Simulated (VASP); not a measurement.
# Tl2B6Te (Fm-3m) in VASP: a series of runs, part 2 of 2

VASP 6.6.1. The steps go on from the part before.

## 5. Single point, PBE

Contents of INCAR:

```
PREC     = Accurate       # precision mode
ENCUT    = 520            # plane-wave cutoff, eV
EDIFF    = 1E-7           # SCF threshold, eV
ISMEAR   = 0              # smearing method
SIGMA    = 0.1            # smearing width, eV
LREAL    = F              # projectors in reciprocal space
LASPH    = T              # aspherical terms in the spheres
NELM     = 80             # most SCF steps
ALGO     = Normal         # electronic algorithm
ISIF     = 2              # what is computed and relaxed
LWAVE    = F              # write WAVECAR
LCHARG   = T              # write CHGCAR
GGA      = PE             # functional
LELF     = T              # ELF
LVHAR    = T            
NBANDS   = 35             # bands
```

Contents of KPOINTS:

```
regular mesh
0
Gamma
  8 8 8
```

Contents of POSCAR:

```
Tl2B6Te
1.0
    0.0000000000      4.1524426067      4.1524426067
    4.1524426067      0.0000000000      4.1524426067
    4.1524426067      4.1524426067      0.0000000000
Tl B Te
2 6 1
Direct
    0.7500000000      0.7500000000      0.7500000000
    0.2500000000      0.2500000000      0.2500000000
    0.6481679461      0.6481679461      0.3518320539
    0.3518320539      0.3518320539      0.6481679461
    0.3518320539      0.6481679461      0.6481679461
    0.6481679461      0.3518320539      0.3518320539
    0.3518320539      0.6481679461      0.3518320539
    0.6481679461      0.3518320539      0.6481679461
    0.0000000000      0.0000000000      0.0000000000
```

Potentials or basis: VASP PAW PBE potentials, release 64 (Tl_d, B, Te).

Started as:

```console
> cat potpaw_PBE.64/Tl_d/POTCAR potpaw_PBE.64/B/POTCAR potpaw_PBE.64/Te/POTCAR > POTCAR
> mpirun -np 1 vasp_std > vasp.out
```

OUTCAR:

```text
PREC = Accurate
   ENCUT = 520
   EDIFF = 1E-7
   ISMEAR = 0
   LREAL = F
   LASPH = T
   NELM = 80
   ISIF = 2
   GGA = PE

 ion  position               nearest neighbor table
   1  0.750  0.750  0.750-   4 3.06   5 3.06   7 3.06   4 3.06   6 3.06   8 3.06   3 3.06   6 3.06
                             7 3.06   3 3.06   5 3.06   8 3.06   9 3.60   9 3.60   9 3.60   9 3.60
   2  0.250  0.250  0.250-   4 3.06   6 3.06   7 3.06   4 3.06   5 3.06   8 3.06   3 3.06   5 3.06
                             7 3.06   3 3.06   6 3.06   8 3.06   9 3.60   9 3.60   9 3.60   9 3.60
   3  0.648  0.648  0.352-   5 1.74   6 1.74   7 1.74   8 1.74   9 2.92   1 3.06   2 3.06   2 3.06
                             1 3.06
   4  0.352  0.352  0.648-   5 1.74   6 1.74   7 1.74   8 1.74   9 2.92   2 3.06   2 3.06   1 3.06
                             1 3.06
   5  0.352  0.648  0.648-   3 1.74   4 1.74   7 1.74   8 1.74   9 2.92   1 3.06   2 3.06   2 3.06
                             1 3.06
   6  0.648  0.352  0.352-   3 1.74   4 1.74   7 1.74   8 1.74   9 2.92   2 3.06   2 3.06   1 3.06
                             1 3.06
   7  0.352  0.648  0.352-   3 1.74   4 1.74   5 1.74   6 1.74   9 2.92   2 3.06   2 3.06   1 3.06
                             1 3.06
[... 1119 lines left out ...]
     34      10.6056      0.00000
     35      10.8002      0.00000

 [... further k-points ...]

------------------------ aborting loop because EDIFF is reached ----------------------------------------

  FORCE on cell =-STRESS in cart. coord.  units (eV):
  Direction    XX          YY          ZZ          XY          YZ          ZX
  --------------------------------------------------------------------------------------
  -------------------------------------------------------------------------------------
  Total       -0.0029335     -0.0029335     -0.0029335      0.0000000      0.0000000     -0.0000000
  in kB       -0.0328213     -0.0328213     -0.0328213      0.0000000      0.0000000     -0.0000000
  external PRESSURE =      -0.0328213 kB  Pullay stress =       0.0000000 kB

 VOLUME and BASIS-vectors are now :
 -----------------------------------------------------------------------------
  energy-cutoff  :      520.00
  volume of cell :      143.20
      direct lattice vectors                 reciprocal lattice vectors
     0.000000000  4.152442607  4.152442607    -0.120411056  0.120411056  0.120411056
     4.152442607  0.000000000  4.152442607     0.120411056 -0.120411056  0.120411056
     4.152442607  4.152442607  0.000000000     0.120411056  0.120411056 -0.120411056

 POSITION                                       TOTAL-FORCE (eV/Angst)
 -----------------------------------------------------------------------------------
      6.22866      6.22866      6.22866        -0.000000      0.000000     -0.000000
      2.07622      2.07622      2.07622         0.000000      0.000000      0.000000
      4.15244      4.15244      5.38296        -0.000000      0.000000      0.020549
      4.15244      4.15244      2.92192        -0.000000      0.000000     -0.020549
      5.38296      4.15244      4.15244         0.020549      0.000000     -0.000000
      2.92192      4.15244      4.15244        -0.020549      0.000000     -0.000000
      4.15244      2.92192      4.15244        -0.000000     -0.020549     -0.000000
      4.15244      5.38296      4.15244        -0.000000      0.020549     -0.000000
      0.00000      0.00000      0.00000         0.000000      0.000000      0.000000
 -----------------------------------------------------------------------------------
    total drift:                                0.000000     -0.000000     -0.000000

  FREE ENERGIE OF THE ION-ELECTRON SYSTEM (eV)
  ---------------------------------------------------
  free  energy   TOTEN  =       -39.8847990241 eV

  energy  without entropy=      -39.8687710161  energy(sigma->0) =      -39.87678502
```

stdout:

```text
POSCAR found type information on POSCAR TlB Te
 POSCAR found :  3 types and       9 ions
 scaLAPACK will be used
 LDA part: xc-table for (Slater+PW92), standard interpolation
 POSCAR, INCAR and KPOINTS ok, starting setup
 FFT: planning ... GRIDC
 FFT: planning ... GRID_SOFT
 FFT: planning ... GRID
 WAVECAR not read
 entering main loop
```

Run time: 1.8 min. Hardware: 1 thread of Intel Xeon 6975P-C (Granite Rapids), shared host; peak memory 0.4 GiB.

Results:

```yaml
Free_energy: -39.8848 eV
Pressure: 0.0 GPa
Largest_force: 0.021 eV/Å
Band_gap_on_the_k_mesh: zero (band 25 reaches 6.04 eV, above the bottom of band 26 at 4.96 eV)
```

Forces on the atoms (eV/Å):
```
Tl   0.000  0.000  0.000
Tl   0.000  0.000  0.000
B    0.000  0.000  0.021
B    0.000  0.000 -0.021
B    0.021  0.000  0.000
B   -0.021  0.000  0.000
B    0.000 -0.021  0.000
B    0.000  0.021  0.000
Te   0.000  0.000  0.000
```

Caveat: spin-orbit coupling is left out, which moves the levels of the heavy elements.

## 6. Relaxation of cell and atoms, PBE

This run uses another cell than the first one, of 16.88 Å³/atom, 1.061 times its volume.

Contents of INCAR:

```
ALGO = Normal ; EDIFF = 1E-6
EDIFFG = -0.04 ; ENCUT = 600
GGA = PE ; IBRION = 2
ISIF = 3 ; ISMEAR = 0
LASPH = True ; LCHARG = False
LREAL = False ; LWAVE = False
NELM = 60 ; NSW = 90
PREC = Accurate ; SIGMA = 0.1
```

Contents of KPOINTS:

```
k-points
0
Gamma
  4 4 4
```

Contents of POSCAR:

```
Tl2B6Te
1.0
    0.0000000000      4.2347933400      4.2347933400
    4.2347933400      0.0000000000      4.2347933400
    4.2347933400      4.2347933400      0.0000000000
Tl B Te
2 6 1
Direct
    0.7500000000      0.7500000000      0.7500000000
    0.2500000000      0.2500000000      0.2500000000
    0.7502719800      0.7502719800      0.2497280200
    0.2497280200      0.2497280200      0.7502719800
    0.2497280200      0.7502719800      0.7502719800
    0.7502719800      0.2497280200      0.2497280200
    0.2497280200      0.7502719800      0.2497280200
    0.7502719800      0.2497280200      0.7502719800
    0.0000000000      0.0000000000      0.0000000000
```

Potentials or basis: VASP PAW PBE potentials, release 64 (Tl_d, B, Te).

Started as:

```console
> cat potpaw_PBE.64/Tl_d/POTCAR potpaw_PBE.64/B/POTCAR potpaw_PBE.64/Te/POTCAR > POTCAR
> mpirun -np 1 vasp_std > vasp.out
```

It took 4.5 min on 1 thread of Intel Xeon 6975P-C (Granite Rapids), shared host; peak memory 0.37 GiB.

It converged, with:

* Free energy: -39.9070 eV
* Relaxed volume: 15.99 Å³/atom
* Relaxed cell: a = 5.882 Å, b = 5.882 Å, c = 5.882 Å, α = 60.00°, β = 60.00°, γ = 60.00°
* Space group after relaxing (to 0.05 Å): Fm-3m (No. 225)
* Energy gained by relaxing: 1682.4 meV/atom
* Ionic steps: 14
* Pressure after relaxing: 0.1 GPa
* Largest force after relaxing: 0.019 eV/Å
* Band gap on the k mesh: zero (band 25 reaches 5.99 eV, above the bottom of band 26 at 5.00 eV)

Forces in eV/Å, atoms in the order of the input:
```
Tl   0.000  0.000  0.000
Tl   0.000  0.000  0.000
B    0.000  0.000 -0.019
B    0.000  0.000  0.019
B   -0.019  0.000  0.000
B    0.019  0.000  0.000
B    0.000  0.019  0.000
B    0.000 -0.019  0.000
Te   0.000  0.000  0.000
```

The path:
| step | energy change (eV) | largest force (eV/Å) | pressure (GPa) | volume (Å³) |
| --- | --- | --- | --- | --- |
| 1 | 0.0000 | 3.7256 | 5.84 | 151.89 |
| 2 | -2.6387 | 1.9789 | -8.05 | 165.83 |
| 3 | -3.1705 | 1.8854 | -11.19 | 172.31 |
| 4 | -4.1507 | 2.3523 | -14.14 | 185.78 |
| 5 | -7.4528 | 3.0147 | -15.56 | 172.83 |
| 6 | -14.6967 | 2.4264 | 8.39 | 137.62 |
| 7 | -13.6832 | 2.8089 | -10.02 | 151.21 |
| 8 | -15.0284 | 1.0518 | -2.60 | 143.72 |
| 9 | -15.1289 | 0.2812 | 0.08 | 141.93 |
| 10 | -15.1301 | 0.1206 | 1.39 | 141.13 |
| 11 | -15.1369 | 0.1843 | -0.07 | 142.96 |
| 12 | -15.1373 | 0.1206 | 0.26 | 142.57 |
| 13 | -15.1399 | 0.0718 | 0.15 | 143.19 |
| 14 | -15.1413 | 0.0192 | 0.05 | 143.87 |

Final structure:
```
Tl B Te
1.0
     0.00000    4.15888    4.15888
     4.15888    0.00000    4.15888
     4.15888    4.15888    0.00000
Tl B Te
2 6 1
Direct
  0.75000 0.75000 0.75000
  0.25000 0.25000 0.25000
  0.64814 0.64814 0.35186
  0.35186 0.35186 0.64814
  0.35186 0.64814 0.64814
  0.64814 0.35186 0.35186
  0.35186 0.64814 0.35186
  0.64814 0.35186 0.64814
  0.00000 0.00000 0.00000
```

Levels at points of the mesh, in eV from the Fermi level:
```
           k point  band 21  band 22  band 23  band 24  band 25  band 26  band 27  band 28  band 29  band 30
(0.00, 0.00, 0.00)    -3.41    -3.41    -3.41    -1.41    -1.41     0.64     3.20     3.20     3.20     4.52
(0.50, 0.00, 0.00)    -2.78    -2.78    -0.67     0.31     0.31     0.41     0.70     1.55     1.55     1.90
(0.50, 0.50, 0.00)    -2.74    -2.74    -1.52    -1.26    -0.88    -0.61     2.61     2.61     3.22     3.22
```

Caveat: spin-orbit coupling is left out, which moves the levels of the heavy elements.

## 7. Relaxation of cell and atoms, PBE

This run uses another cell than the first one, of 16.04 Å³/atom, 1.008 times its volume.

Contents of INCAR:

```
SYSTEM = Tl2B6Te
ALGO = Normal
EDIFF = 1E-7
EDIFFG = -0.01
ENCUT = 600
GGA = PE
IBRION = 2
ISIF = 3
ISMEAR = 0
LASPH = .True.
LCHARG = .False.
LREAL = .False.
LWAVE = .False.
NELM = 100
NSW = 100
PREC = Accurate
SIGMA = 0.1
```

Contents of KPOINTS:

```
k-points
0
Gamma
  8 8 8
  0 0 0
```

Contents of POSCAR:

```
Tl2B6Te
1.0
    0.0000000000      4.1638141154      4.1638141154
    4.1638141154      0.0000000000      4.1638141154
    4.1638141154      4.1638141154      0.0000000000
Tl B Te
2 6 1
Direct
    0.7500000000      0.7500000000      0.7500000000
    0.2500000000      0.2500000000      0.2500000000
    0.6478066031      0.6478066031      0.3521933969
    0.3521933969      0.3521933969      0.6478066031
    0.3521933969      0.6478066031      0.6478066031
    0.6478066031      0.3521933969      0.3521933969
    0.3521933969      0.6478066031      0.3521933969
    0.6478066031      0.3521933969      0.6478066031
    0.0000000000      0.0000000000      0.0000000000
```

Started as:

```console
> cat potpaw_PBE.64/Tl_d/POTCAR potpaw_PBE.64/B/POTCAR potpaw_PBE.64/Te/POTCAR > POTCAR
> mpirun -np 1 vasp_std > vasp.out
```

Run time: 4.5 min. Hardware: 1 thread of Intel Xeon 6975P-C (Granite Rapids), shared host; peak memory 0.42 GiB.

Results (log left out):

* Free energy: -39.8894 eV
* Relaxed volume: 15.89 Å³/atom
* Relaxed cell: a = 5.870 Å, b = 5.870 Å, c = 5.870 Å, α = 60.00°, β = 60.00°, γ = 60.00°
* Space group after relaxing (to 0.05 Å): Fm-3m (No. 225)
* Energy gained by relaxing: 0.2 meV/atom
* Ionic steps: 5
* Pressure after relaxing: 0.0 GPa
* Band gap on the k mesh: zero (band 25 reaches 6.05 eV, above the bottom of band 26 at 4.97 eV)

Step by step:
```
step  energy change (eV)  largest force (eV/Å)  pressure (GPa)  volume (Å³)
   1              0.0000                0.0042           -0.33       144.38
   2             -0.0007                0.0650            0.02       143.69
   3             -0.0007                0.0654            0.02       143.68
   4             -0.0013                0.0304            0.01       143.34
   5             -0.0014                0.0010            0.00       143.03
```

Final structure:
```cif
data_structure
_symmetry_space_group_name_H-M 'P 1'
_symmetry_Int_Tables_number 1
_cell_length_a 5.8701
_cell_length_b 5.8701
_cell_length_c 5.8701
_cell_angle_alpha 60.000
_cell_angle_beta 60.000
_cell_angle_gamma 60.000
_cell_volume 143.03
loop_
_atom_site_label
_atom_site_type_symbol
_atom_site_fract_x
_atom_site_fract_y
_atom_site_fract_z
_atom_site_occupancy
Tl1 Tl 0.75000 0.75000 0.75000 1
Tl2 Tl 0.25000 0.25000 0.25000 1
B1 B 0.64830 0.64830 0.35170 1
B2 B 0.35170 0.35170 0.64830 1
B3 B 0.35170 0.64830 0.64830 1
B4 B 0.64830 0.35170 0.35170 1
B5 B 0.35170 0.64830 0.35170 1
B6 B 0.64830 0.35170 0.64830 1
Te1 Te 0.00000 0.00000 0.00000 1
```

Levels at points of the mesh, in eV from the Fermi level:
```
           k point  band 23  band 24  band 25  band 26  band 27  band 28
(0.00, 0.00, 0.00)    -3.39    -1.39    -1.39     0.70     3.26     3.26
(0.50, 0.00, 0.00)    -0.62     0.34     0.34     0.48     0.74     1.56
(0.50, 0.50, 0.00)    -1.48    -1.24    -0.84    -0.56     2.64     2.64
```

Caveat: spin-orbit coupling is left out, which moves the levels of the heavy elements.

## 8. The runs side by side

```csv
task,cell,k mesh,cutoff (eV),smearing,gap on the mesh (eV),pressure (GPa),relaxed volume (Å³/atom),largest force (eV/Å)
single point,"a = 5.872 Å, angles 60.0°, 9 atoms",4 × 4 × 4,520,gaussian 0.2 eV,none,0.4,-,0.04
single point,"a = 5.889 Å, angles 60.0°, 9 atoms",4 × 4 × 4,520,gaussian 0.1 eV,none,0.0,-,0.03
single point,"a = 5.989 Å, angles 60.0°, 9 atoms",4 × 4 × 4,520,gaussian 0.1 eV,none,5.8,-,3.73
single point,"a = 5.872 Å, angles 60.0°, 9 atoms",8 × 8 × 8,520,gaussian 0.1 eV,none,0.0,-,0.02
relaxation of cell and atoms,"relaxed from a = 5.989 Å, angles 60.0°, 9 atoms",4 × 4 × 4,600,gaussian 0.1 eV,none,0.1,15.99,0.02
relaxation of cell and atoms,"relaxed from a = 5.889 Å, angles 60.0°, 9 atoms",8 × 8 × 8,600,gaussian 0.1 eV,none,0.0,15.89,-
```

Alike in all rows: level PBE; potentials or basis VASP PAW PBE potentials, release 64 (Tl_d, B, Te); no spin polarisation.

Caveats: spin-orbit coupling is left out, which moves the levels of the heavy elements; forces of over 1 eV/Å act on the atoms, so gaps and moduli don't describe the material at rest (some runs).

Total energies depend on the potentials used, so only differences within one code and one set of settings carry meaning.
